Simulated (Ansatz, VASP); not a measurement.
# One calculation of Nb, two programs

```
Nb
1.0
     2.86838    0.00000    0.00000
    -1.43419    2.48409    0.00000
     0.00000    0.00000    5.23944
Nb
2
Cartesian
  0.0000 1.6561 1.3099
  1.4342 0.8280 3.9296
```

Change from the starting cell: volume scaled by 1, norm-conserving files.

Alike in both runs: task single point; functional PBE; k mesh 16 × 16 × 9; occupations fermi-dirac, width 0.05 eV; no spin polarisation.

|  | VASP | Ansatz |
| --- | --- | --- |
| version | VASP 6.6.1 | Ansatz 0.2.0 |
| potentials or method | VASP PAW PBE potentials, release 64 (Nb_sv) | norm-conserving pseudopotentials, scalar-relativistic |
| plane-wave cutoff (eV) | 520 | 1116 |
| valence electrons in the cell | 26 | 26 |

```tsv
	VASP	Ansatz	Ansatz less VASP
pressure (GPa)	-0.3	0.0	+0.33
```
